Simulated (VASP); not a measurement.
Set up this calculation in VASP 6.6.1, as the native input.

| Quantity | Value |
| --- | --- |
| Task | single point |
| Functional | PBE |
| Potentials or basis | VASP PAW PBE potentials, release 64 (Hf_pv, N) |
| Cutoff | 520 eV |
| k mesh | 20 × 20 × 20 |
| Occupations | gaussian, width 0.1 eV |
| Spin | no spin polarisation |
| Dipole correction | no |
| Further INCAR settings | ALGO = Normal; EDIFF = 1e-06; NBANDS = 14 |

The structure of HfN lies in POSCAR:

```
HfN
1.0
    0.0000000000      2.2739047892      2.2739047892
    2.2739047892      0.0000000000      2.2739047892
    2.2739047892      2.2739047892      0.0000000000
Hf N
1 1
Direct
    0.0000000000      0.0000000000      0.0000000000
    0.5000000000      0.5000000000      0.5000000000
```

The input as run:

INCAR

```
SYSTEM = HfN
  PREC = Accurate
  ENCUT = 520
  EDIFF = 1E-6
  ISMEAR = 0
  SIGMA = 0.1
  LREAL = .False.
  LASPH = .True.
  NELM = 60
  ALGO = Normal
  ISIF = 2
  LWAVE = .False.
  LCHARG = .False.
  GGA = PE
  NBANDS = 14
```

KPOINTS

```
regular mesh
0
Gamma
  20 20 20
  0 0 0
```

Potentials or basis: VASP PAW PBE potentials, release 64 (Hf_pv, N).

Launch:

```bash
$ cat potpaw_PBE.64/Hf_pv/POTCAR potpaw_PBE.64/N/POTCAR > POTCAR
$ mpirun -np 1 vasp_std > vasp.out
```

It gave:

The pressure is -2.3 GPa.

Run time: 19 s on 1 thread of Intel(R) Xeon(R) 6975P-C (Granite Rapids), with other jobs on the host, peak memory 0.2 GiB.
